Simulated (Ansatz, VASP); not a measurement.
ZnF2 in VASP and in Ansatz

File POSCAR:

```
ZnF2
1.0
    4.7960668900      0.0000000000      0.0000000000
    0.0000000000      4.7960668900      0.0000000000
    0.0000000000      0.0000000000      3.1905032100
Zn F
2 4
Direct
    0.0000000000      0.0000000000      0.0000000000
    0.5000000000      0.5000000000      0.5000000000
    0.3032131100      0.3032131100      0.0000000000
    0.1967868900      0.8032131100      0.5000000000
    0.6967868900      0.6967868900      0.0000000000
    0.8032131100      0.1967868900      0.5000000000
```

The input INCAR.step1:

```
PREC = Accurate
ENCUT = 580
ISMEAR = -1
SIGMA = 0.02
LREAL = F
LASPH = T
NELM = 120
GGA = PE
ALGO = Normal
EDIFF = 1E-5
LWAVE = T
LCHARG = F
GGA_COMPAT = F
IBRION = 2
EDIFFG = -0.01
NELMIN = 4
NSW = 100
KPAR = 4
```

File INCAR.step2:

```
PREC = Accurate
ENCUT = 580
EDIFF = 1E-7
ISMEAR = -1
SIGMA = 0.02
LREAL = F
LASPH = T
NELM = 120
ALGO = Normal
ISIF = 2
LWAVE = F
LCHARG = F
METAGGA = R2SCAN
LMIXTAU = T
IBRION = 2
NSW = 50
EDIFFG = -0.01
ISTART = 1
GGA_COMPAT = F
NELMIN = 4
KPAR = 4
```

KPOINTS

```
regular mesh
0
Gamma
  6 6 10
```

Input for Ansatz:

```yaml
crystal:
  lattice:
    - [4.79606689, 0.0, 0.0]
    - [0.0, 4.79606689, 0.0]
    - [0.0, 0.0, 3.19050321]
  atoms:
    - { symbol: Zn, position: [0.0, 0.0, 0.0] }
    - { symbol: Zn, position: [0.5, 0.5, 0.5] }
    - { symbol: F, position: [0.30321311, 0.30321311, 0.0] }
    - { symbol: F, position: [0.19678689, 0.80321311, 0.5] }
    - { symbol: F, position: [0.69678689, 0.69678689, 0.0] }
    - { symbol: F, position: [0.80321311, 0.19678689, 0.5] }
  symmetry: { tolerance: 0.0003 }
hamiltonian:
  xc: r2scan
  pseudopotentials: { kind: paw, azcp: { folder: soft_1 } }
basis:
  ecutwfc: 500
magnetization:
  spin_polarized: false
scf:
  occupations: { method: fermi_dirac, width: 0.02 }
kpoints:
  mp_grid: { grid: [6, 6, 10], shift: [0, 0, 0] }
  band_path:
    path:
      - [0.0, 0.0, 0.0]
      - [0.0, 0.5, 0.0]
      - [0.5, 0.5, 0.0]
      - [0.0, 0.0, 0.0]
      - [0.0, 0.0, 0.5]
      - [0.0, 0.5, 0.5]
      - [0.5, 0.5, 0.5]
      - [0.0, 0.0, 0.5]
      - [0.0, 0.5, 0.0]
      - [0.0, 0.5, 0.5]
      - [0.5, 0.5, 0.0]
    npoints: 7
output:
  forces: true
  stress: true
  eigenvalues: true
  write_potential: true
  elf: true
  volumetric_format: npy
  dos: { e_range: [-12, 8], de: 0.05 }
relax:
  max_steps: 30
```

Alike in both runs: task relaxation of the atoms; functional r2SCAN; k mesh 6 × 6 × 10; occupations fermi-dirac, width 0.02 eV; no spin polarisation.

|  | VASP | Ansatz |
| --- | --- | --- |
| version | VASP 6.6.1 | Ansatz 0.2.0 |
| potentials or method | VASP PAW PBE potentials, release 64 (Zn, F), cutoff 580 eV | PAW plane waves |
| valence electrons in the cell | 52 | 52 |

Ansatz gave:

* gap on the k mesh at the Fermi level, each at its own relaxed structure (eV): 4.22

**Question.** Which values does VASP return?

**Answer.** gap on the k mesh at the Fermi level, each at its own relaxed structure (eV): 4.16.

VASP's potentials were made for PBE, not for r2SCAN. Ansatz's warnings: stress scf threshold loose.
